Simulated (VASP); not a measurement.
# Ba (Im-3m) in VASP: notebook

Runs on Ba. Level: PBE. Tasks: single point.

All numbers are computed with VASP 6.6.1; they aren't measurements. Logs are shortened: lines on timing, memory, paths and dates and some standing lists are left out, and cuts for length are marked.

### 1 The cell of the first run

Symmetry: Im-3m, No. 229, cubic system. Conventional cell: a = 4.802 Å, b = 4.802 Å, c = 4.802 Å, α = 90.00°, β = 90.00°, γ = 90.00°. Within 5.5 Å of Ba (site symmetry m-3m) lie 14 Ba at 4.16 to 4.80 Å.

### 2 Single point, PBE (strained)

Contents of INCAR:

```
  PREC = Accurate
  ENCUT = 520
  EDIFF = 1E-7
  ISMEAR = 0
  SIGMA = 0.1
  LREAL = F
  LASPH = T
  NELM = 60
  ALGO = Fast
  ISIF = 2
  LWAVE = F
  LCHARG = F
  GGA = PE
  NBANDS = 11
```

Contents of KPOINTS:

```
regular mesh
0
Gamma
  12 12 12
```

Contents of POSCAR:

```
Ba
1.0
   -2.4011500000      2.4011500000      2.4011500000
    2.4011500000     -2.4011500000      2.4011500000
    2.4011500000      2.4011500000     -2.4011500000
Ba
1
Direct
    0.0000000000      0.0000000000      0.0000000000
```

Potentials or basis: VASP PAW PBE potentials, release 64 (Ba_sv).

Started as:

```bash
$ cat potpaw_PBE.64/Ba_sv/POTCAR > POTCAR
$ mpirun -np 1 vasp_std > vasp.out
```

OUTCAR:

```text
PREC = Accurate
   ENCUT = 520
   EDIFF = 1E-7
   ISMEAR = 0
   LREAL = F
   LASPH = T
   NELM = 60
   ISIF = 2
   GGA = PE

 ion  position               nearest neighbor table
   1  0.000  0.000  0.000-

  LATTYP: Found a body centered cubic cell.
 ALAT       =     4.8023000000

  Lattice vectors:

 A1 = (  -2.4011500000,   2.4011500000,   2.4011500000)
 A2 = (   2.4011500000,  -2.4011500000,   2.4011500000)
 A3 = (   2.4011500000,   2.4011500000,  -2.4011500000)

Analysis of symmetry for initial positions (statically):
=====================================================================
 Subroutine PRICEL returns:
 Original cell was already a primitive cell.

 Routine SETGRP: Setting up the symmetry group for a
 body centered cubic supercell.

 Subroutine GETGRP returns: Found 48 space group operations
 (whereof 48 operations were pure point group operations)
 out of a pool of 48 trial point group operations.

The static configuration has the point symmetry O_h .

Analysis of symmetry for dynamics (positions and initial velocities):
=====================================================================
 Subroutine PRICEL returns:
 Original cell was already a primitive cell.

 Routine SETGRP: Setting up the symmetry group for a
 body centered cubic supercell.

 Subroutine GETGRP returns: Found 48 space group operations
 (whereof 48 operations were pure point group operations)
 out of a pool of 48 trial point group operations.

The dynamic configuration has the point symmetry O_h .

 Subroutine INISYM returns: Found 48 space group operations
 (whereof 48 operations are pure point group operations),
 and found     1 'primitive' translations

----------------------------------------------------------------------------------------

                                     Primitive cell

  volume of cell :      55.3755

  direct lattice vectors                    reciprocal lattice vectors
    -2.401150000  2.401150000  2.401150000     0.000000000  0.208233555  0.208233555
     2.401150000 -2.401150000  2.401150000     0.208233555  0.000000000  0.208233555
     2.401150000  2.401150000 -2.401150000     0.208233555  0.208233555  0.000000000

  length of vectors
     4.158913797  4.158913797  4.158913797     0.294486717  0.294486717  0.294486717

  position of ions in fractional coordinates (direct lattice)
     0.000000000  0.000000000  0.000000000

  ion indices of the primitive-cell ions
   primitive index   ion index
                 1           1

[... 78 lines left out ...]
   ISYM   =      2    0-nonsym 1-usesym 2-fastsym
   POTIM  = 0.5000    time-step for ionic-motion
   TEBEG  =    0.0;   TEEND  =   0.0 temperature during run
   PSTRESS=    0.0 pullay stress
   NELECT =      10.0000    total number of electrons
   NUPDOWN=      -1.0000    fix difference up-down
   EMIN   =  10.00;   EMAX   =-10.00  energy-range for DOS
   EFERMI =   0.00;   METHOD = LEGACY
   ISMEAR =     0;   SIGMA  =   0.10  broadening in eV -4-tet -1-fermi 0-gaus
   EFERMI_NEDOS =   21; number of points for ismear=-14 and -15
   IALGO  =     68    algorithm
   IMIX   =      4    mixing-type and parameters
     AMIX     =   0.40;   BMIX     =  1.00
     AMIX_MAG =   1.60;   BMIX_MAG =  1.00
  volume/ion in A,a.u.               =      55.38       373.69
  Fermi-wavevector in a.u.,A,eV,Ry     =   0.925342  1.748643 11.650091  0.856258
  Thomas-Fermi vector in A             =   2.051186
   LORBIT       =      0    0 simple, 1 ext, 2 COOP (PROOUT), +10 PAW based schemes
   GGA     = PE    functional components
   LHFCALC =     F    Hartree Fock is set to
   AEXX    =    0.0000 exact exchange contribution
   IVDW    =     0    specifies the selected vdW correction
   LEPSILON=     F    determine dielectric tensor
   LRPA    =     F    only Hartree local field effects (RPA)
 non-spin polarized calculation
 RMM-DIIS sequential band-by-band and
 Gauss-broadening in eV      SIGMA  =   0.10
  energy-cutoff  :      520.00
  volume of cell :       55.38
 maximum number of plane-waves:      1508
   NGX = 15   NGY = 15   NGZ = 15

 number of electron      10.0000000 magnetization

 Free energy of the ion-electron system (eV)
  ---------------------------------------------------
  ext. energy  EPLUGINS =         0.00000000
  ---------------------------------------------------
  free energy    TOTEN  =        -1.87640035 eV

  energy without entropy =       -1.87077745  energy(sigma->0) =       -1.87358890

 E-fermi :   2.0963     XC(G=0):  -7.8327

 val. band max:        2.0946483873   @ k =  -0.3333   0.5000   0.1667
 cond. band min:       2.1026816008   @ k =  -0.4167  -0.4167   0.1667
 fundamental gap:      0.0080332135
 Fermi energy:         2.0962772737

 k-point     1 :       0.0000    0.0000    0.0000
  band No.  band energies     occupation
      1     -26.5852      2.00000
      2     -11.4420      2.00000
      3     -11.4420      2.00000
      4     -11.4420      2.00000
      5      -0.6974      2.00000
      6       4.0723      0.00000
      7       4.0723      0.00000
      8       4.0723      0.00000
      9       5.6524      0.00000
     10       5.6524      0.00000
     11       9.4148      0.00000
[... 309 lines left out ...]
 k-point    24 :       0.4167    0.0833    0.0833
  band No.  band energies     occupation
      1     -26.5080      2.00000
      2     -12.0861      2.00000
      3     -11.6928      2.00000
      4     -11.4957      2.00000
      5       1.4374      2.00000
      6       2.6909      0.00000
      7       3.5644      0.00000
      8       5.8304      0.00000
      9       6.3556      0.00000
     10       8.3463      0.00000
     11       8.6043      0.00000

 [... further k-points ...]

------------------------ aborting loop because EDIFF is reached ----------------------------------------

  FORCE on cell =-STRESS in cart. coord.  units (eV):
  Direction    XX          YY          ZZ          XY          YZ          ZX
  --------------------------------------------------------------------------------------
  -------------------------------------------------------------------------------------
  Total        0.5089383      0.5089383      0.5089383     -0.0000000      0.0000000      0.0000000
  in kB       14.7250872     14.7250872     14.7250872     -0.0000000      0.0000000      0.0000000
  external PRESSURE =      14.7250872 kB  Pullay stress =       0.0000000 kB

 VOLUME and BASIS-vectors are now :
 -----------------------------------------------------------------------------
  energy-cutoff  :      520.00
  volume of cell :       55.38
      direct lattice vectors                 reciprocal lattice vectors
    -2.401150000  2.401150000  2.401150000     0.000000000  0.208233555  0.208233555
     2.401150000 -2.401150000  2.401150000     0.208233555  0.000000000  0.208233555
     2.401150000  2.401150000 -2.401150000     0.208233555  0.208233555  0.000000000

 POSITION                                       TOTAL-FORCE (eV/Angst)
 -----------------------------------------------------------------------------------
      0.00000      0.00000      0.00000         0.000000     -0.000000      0.000000
 -----------------------------------------------------------------------------------
    total drift:                                0.000000      0.000000     -0.000000

  FREE ENERGIE OF THE ION-ELECTRON SYSTEM (eV)
  ---------------------------------------------------
  free  energy   TOTEN  =        -1.8764003510 eV

  energy  without entropy=       -1.8707774505  energy(sigma->0) =       -1.87358890
```

OSZICAR:

```text
N       E                     dE             d eps       ncg     rms          rms(c)
DAV:   1     0.534458366394E+02    0.53446E+02   -0.43639E+03  1584   0.762E+02
DAV:   2     0.630909455133E+00   -0.52815E+02   -0.51161E+02  1892   0.140E+02
DAV:   3    -0.181968548192E+01   -0.24506E+01   -0.24362E+01  2091   0.302E+01
DAV:   4    -0.187817606256E+01   -0.58491E-01   -0.58419E-01  2034   0.442E+00
DAV:   5    -0.188008240723E+01   -0.19063E-02   -0.19062E-02  2164   0.581E-01    0.193E+00
RMM:   6    -0.187710026412E+01    0.29821E-02   -0.37235E-03  1709   0.602E-01    0.115E+00
RMM:   7    -0.187595238967E+01    0.11479E-02   -0.98297E-03  1880   0.105E+00    0.438E-02
RMM:   8    -0.187635804779E+01   -0.40566E-03   -0.20932E-03  2154   0.288E-01    0.194E-02
RMM:   9    -0.187639382943E+01   -0.35782E-04   -0.30703E-04  2321   0.846E-02    0.143E-02
RMM:  10    -0.187640473355E+01   -0.10904E-04   -0.68519E-05  2176   0.711E-02    0.227E-02
RMM:  11    -0.187639967128E+01    0.50623E-05   -0.20911E-05  2259   0.286E-02    0.254E-03
RMM:  12    -0.187640034557E+01   -0.67429E-06   -0.72589E-06  2418   0.137E-02    0.323E-03
RMM:  13    -0.187640035099E+01   -0.54202E-08   -0.84311E-07  2147   0.557E-03
   1 F= -.18764004E+01 E0= -.18735889E+01  d E =-.562290E-02
```

stdout:

```text
POSCAR found type information on POSCAR Ba
 POSCAR found :  1 types and       1 ions
 scaLAPACK will be used
 LDA part: xc-table for (Slater+PW92), standard interpolation
 POSCAR, INCAR and KPOINTS ok, starting setup
 FFT: planning ... GRIDC
 FFT: planning ... GRID_SOFT
 FFT: planning ... GRID
 WAVECAR not read
 entering main loop
WARNING in EDDRMM: call to ZHEGV failed, returncode =   8  4      5
WARNING in EDDRMM: call to ZHEGV failed, returncode =   6  3      5
```

Wall time 15 s (1 thread of Intel Xeon Platinum 8481C at 2.70GHz (Sapphire Rapids), shared host); peak memory 0.2 GiB.

Results:

```
Free energy            : -1.8764 eV
Pressure               : 1.5 GPa
Band gap on the k mesh : zero (bands 5 and 6 overlap by 1.40 eV)
```

Levels at points of the mesh, in eV from the Fermi level:
```
           k point  band 3  band 4  band 5  band 6  band 7  band 8
(0.00, 0.00, 0.00)  -13.54  -13.54   -2.79    1.98    1.98    1.98
(0.50, 0.00, 0.00)  -13.75  -13.55   -0.98    0.67    1.69    3.59
(0.50, 0.50, 0.50)  -14.01  -14.01   -0.74   -0.74    5.04    5.04
```

Caveat: the cell differs from its parent crystal (strained); spin-orbit coupling is left out, which moves the levels of the heavy elements.

[end of part 1 of 2]
